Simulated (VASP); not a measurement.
A run of VASP 6.6.1 is set up as follows.

The input INCAR:

```
  PREC = Accurate
  ENCUT = 500
  EDIFF = 1E-6
  ISMEAR = -1
  SIGMA = 0.05
  LREAL = False
  LASPH = True
  NELM = 200
  ALGO = Normal
  ISIF = 2
  LWAVE = False
  LCHARG = False
  ISPIN = 2
  MAGMOM = 3 -3
  LORBIT = 11
  LMAXMIX = 4
  GGA = PE
  NBANDS = 24
  GGA_COMPAT = False
```

KPOINTS

```
Automatic mesh
0
Gamma
  6 6 6
```

The input POSCAR:

```
Mn
1.0
    2.9000000000      0.0000000000      0.0000000000
    0.0000000000      2.9000000000      0.0000000000
    0.0000000000      0.0000000000      2.9000000000
Mn
2
Direct
    0.0000000000      0.0000000000      0.0000000000
    0.5000000000      0.5000000000      0.5000000000
```

Potentials or basis: VASP PAW PBE potentials, release 64 (Mn_pv).

Run with:

```bash
$ cat potpaw_PBE.64/Mn_pv/POTCAR > POTCAR
$ mpirun -np 1 vasp_std > vasp.out
```

(1) What does it give for the pressure?

(2) Estimate the net moment.

(3) What does it give for the band gap on the k mesh?

## Answers

(1) -0.8 GPa.

(2) 0.00 μB per cell.

(3) zero (filled and empty bands overlap).

Caveat: the k points lie up to 0.36 Å⁻¹ apart, too coarse for converged energies and pressures of a metal.
